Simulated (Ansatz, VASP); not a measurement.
# Two plane-wave programs on SiC

The input INCAR:

```
SYSTEM = SiC
PREC = Accurate
ENCUT = 600
EDIFF = 1E-6
ISMEAR = 0
SIGMA = 0.02
LREAL = .FALSE.
LASPH = .TRUE.
NELM = 120
ALGO = Normal
ISIF = 2
LWAVE = .FALSE.
LCHARG = .TRUE.
LELF = .TRUE.
LVHAR = .TRUE.
NBANDS = 11
GGA_COMPAT = .FALSE.
```

Contents of KPOINTS:

```
Automatic mesh
0
G
  12 12 12
  0 0 0
```

POSCAR

```
SiC
1.0
    0.0000000000      2.1644839321      2.1644839321
    2.1644839321      0.0000000000      2.1644839321
    2.1644839321      2.1644839321      0.0000000000
Si C
1 1
Direct
    0.0000000000      0.0000000000      0.0000000000
    0.2500000000      0.2500000000      0.2500000000
```

Input for Ansatz:

```yaml
crystal:
  lattice:
    - [0.0, 2.1644839321, 2.1644839321]
    - [2.1644839321, 0.0, 2.1644839321]
    - [2.1644839321, 2.1644839321, 0.0]
  atoms:
    - { symbol: Si, position: [0.0, 0.0, 0.0] }
    - { symbol: C, position: [0.25, 0.25, 0.25] }
basis:
  ecutwfc: 420
kpoints:
  mp_grid: { grid: [12, 12, 12] }
  band_path:
    path:
      - [[0.0, 0.0, 0.0], [-0.5, -0.5, 0.0], [-0.375, -0.375, 0.25]]
      - [[-0.375, 0.0, 0.375], [0.0, 0.0, 0.0], [0.0, 0.0, 0.5], [-0.5, -0.25, 0.25], [-0.5, -0.5, 0.0]]
    npoints: 10
hamiltonian:
  xc: lda
  pseudopotentials: { kind: paw }
scf:
  occupations: { method: gaussian, width: 0.02 }
  n_extra_bands: 7
output:
  forces: true
  stress: true
  eigenvalues: true
  write_density: true
  write_potential: true
  elf: true
  volumetric_format: npy
```

Alike in both runs: task single point; functional LDA; k mesh 12 × 12 × 12; occupations gaussian, width 0.02 eV; no spin polarisation.

|  | VASP | Ansatz |
| --- | --- | --- |
| version | VASP 6.6.1 | Ansatz 0.2.0 |
| potentials or method | VASP PAW LDA potentials, release 64 (Si, C), cutoff 600 eV | scalar-relativistic, plane waves, PAW |
| valence electrons in the cell | 8 | 8 |

|  | VASP | Ansatz | Ansatz less VASP |
| --- | --- | --- | --- |
| gap on the k mesh at the Fermi level (eV) | 1.29 | 1.30 | +0.013 |
| least direct gap on the mesh (eV) | 4.52 | 4.53 | +0.012 |
| pressure (GPa) | 0.3 | 0.0 | -0.26 |

LDA's correlation is that of Perdew and Zunger in VASP and of Perdew and Wang (1992) in Ansatz.
